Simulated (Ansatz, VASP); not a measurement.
Two plane-wave programs on Pd

```xyz
1
Lattice="2.4963 0.0000 0.0000 0.0000 2.4963 0.0000 0.0000 0.0000 2.4963" Properties=species:S:1:pos:R:3 pbc="T T T"
Pd    0.0000    0.0000    0.0000
```

Alike in both runs: task single point; functional PBEsol; k mesh 14 × 14 × 14; occupations fermi-dirac, width 0.1 eV; no spin polarisation.

```csv
,VASP,Ansatz
version,VASP 6.6.1,Ansatz 0.2.0
potentials or method,"VASP PAW PBE potentials, release 64 (Pd), cutoff 520 eV","plane waves (420 eV) with PAW, scalar-relativistic"
valence electrons in the cell,10,18
```

|  | VASP | Ansatz | Ansatz less VASP |
| --- | --- | --- | --- |
| pressure (GPa) | 14.8 | 15.4 | +0.60 |

VASP's potentials were made for PBE, not for PBEsol, and Ansatz warns of the same on its side. With one functional, cell and mesh, what is left measures potentials, basis and numerics. VASP's potentials hold 10 valence electrons a cell and Ansatz's 18, so a difference there can come from the potentials and not from the codes.
